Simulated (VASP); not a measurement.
Write the native input for VASP 6.6.1 that does the following.

- Task: relaxation of cell and atoms
- Functional: PBE
- Potentials or basis: VASP PAW PBE potentials, release 64 (Zr_sv, B)
- Cutoff: 600 eV
- k mesh: 6 × 6 × 6
- Occupations: gaussian, width 0.1 eV
- Spin: no spin polarisation
- Dipole correction: no
- Further INCAR settings: ALGO = Normal; EDIFF = 1e-06; IBRION = 2; EDIFFG = -0.04; NSW = 90; ISIF = 3

The structure of ZrB lies in POSCAR:

```
ZrB
1.0
    1.6552767994      0.9556745058      2.7438792112
   -1.6552767994      0.9556745058      2.7438792112
    0.0000000000     -1.9113490115      2.7438792112
Zr B
1 1
Direct
    0.0000000000      0.0000000000      0.0000000000
    0.5000000000      0.5000000000      0.5000000000
```

One way to write it, as run:

INCAR

```
PREC = Accurate
ENCUT = 600
EDIFF = 1E-6
ISMEAR = 0
SIGMA = 0.1
LREAL = F
LASPH = T
NELM = 60
ALGO = Normal
ISIF = 3
LWAVE = F
LCHARG = F
GGA = PE
IBRION = 2
NSW = 90
EDIFFG = -0.04
```

KPOINTS

```
regular mesh
0
Gamma
  6 6 6
```

Potentials or basis: VASP PAW PBE potentials, release 64 (Zr_sv, B).

The run is started by

```console
$ cat potpaw_PBE.64/Zr_sv/POTCAR potpaw_PBE.64/B/POTCAR > POTCAR
$ mpirun -np 1 vasp_std > vasp.out
```

Results of the run:

The relaxed volume is 14.73 Å³/atom and the relaxed cell is a = 3.468 Å, b = 3.468 Å, c = 3.468 Å, α = 59.96°, β = 59.96°, γ = 59.96°. The space group after relaxing (to 0.05 Å) is Fm-3m (No. 225) and the energy gained by relaxing is 125.4 meV/atom. The ionic steps are 7 and the pressure after relaxing is 0.3 GPa.

Caveat: the k points lie up to 0.37 Å⁻¹ apart in the final cell.

Run time: 47 s on 1 thread of Intel(R) Xeon(R) Platinum 8375C CPU @ 2.90GHz (Ice Lake), with other jobs on the host, peak memory 0.17 GiB.
